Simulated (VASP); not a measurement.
Here is a VASP 6.6.1 calculation.

The input INCAR:

```
SYSTEM = Sn
PREC     = Accurate       ! precision mode
ENCUT    = 520            ! plane-wave cutoff, eV
EDIFF    = 1E-6           ! SCF threshold, eV
ISMEAR   = -1             ! smearing method
SIGMA    = 0.05           ! smearing width, eV
LREAL    = .False.        ! projectors in reciprocal space
LASPH    = .True.         ! aspherical terms in the spheres
NELM     = 60             ! most SCF steps
ALGO     = Normal         ! electronic algorithm
ISIF     = 2              ! what is computed and relaxed
LWAVE    = .False.        ! write WAVECAR
LCHARG   = .False.        ! write CHGCAR
GGA      = PE             ! functional
NBANDS   = 21             ! bands
```

Contents of KPOINTS:

```
regular mesh
0
Gamma
  13 13 13
  0 0 0
```

The input POSCAR:

```
Sn
1.0
   -2.8449954717      2.8449954717      1.5429257662
    2.8449954717     -2.8449954717      1.5429257662
    2.8449954717      2.8449954717     -1.5429257662
Sn
2
Direct
   -0.3750000000     -0.1250000000     -0.2500000000
    0.3750000000      0.1250000000      0.2500000000
```

Potentials or basis: VASP PAW PBE potentials, release 64 (Sn_d).

Run with:

```bash
$ cat potpaw_PBE.64/Sn_d/POTCAR > POTCAR
$ mpirun -np 1 vasp_std > vasp.out
```

Question: Predict the band gap on the k mesh.

Answer: Zero (bands 14 and 15 overlap by 4.56 eV).

Question: What does it give for the pressure?

Answer: 8.3 GPa.

Caveat: the cell stands under pressure; spin-orbit coupling is left out, which moves the levels of the heavy elements.
